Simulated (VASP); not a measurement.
A run of VASP 6.6.1:

The input INCAR:

```
PREC = Accurate
ENCUT = 520
EDIFF = 1E-6
ISMEAR = 0
SIGMA = 0.1
LREAL = False
LASPH = True
NELM = 100
ALGO = Normal
ISIF = 2
LWAVE = False
LCHARG = False
GGA = PE
NBANDS = 21
```

The input KPOINTS:

```
regular mesh
0
Gamma
  4 4 4
```

The input POSCAR:

```
TaHBr2
1.0
    4.5702347700      0.0000000000      0.0000000000
    0.0000000000      4.5702347700      0.0000000000
    0.0000000000      0.0000000000      4.4828750100
Ta H Br
1 1 2
Direct
    0.0000000000      0.0000000000      0.0000000000
    0.5000000000      0.5000000000      0.0000000000
    0.0000000000      0.5000000000      0.5000000000
    0.5000000000      0.0000000000      0.5000000000
```

Potentials or basis: VASP PAW PBE potentials, release 64 (Ta_pv, H, Br).

The run is started by

```sh
$ cat potpaw_PBE.64/Ta_pv/POTCAR potpaw_PBE.64/H/POTCAR potpaw_PBE.64/Br/POTCAR > POTCAR
$ mpirun -np 1 vasp_std > vasp.out
```

Hardware: 1 thread of Intel Xeon 8259CL (shared host).

Problem. How long does it take, and how much memory?

Solution. Run time: 73 s on 1 thread of Intel Xeon 8259CL, with other jobs on the host, peak memory 0.22 GiB. Counts: scf iterations 15, k points 18.
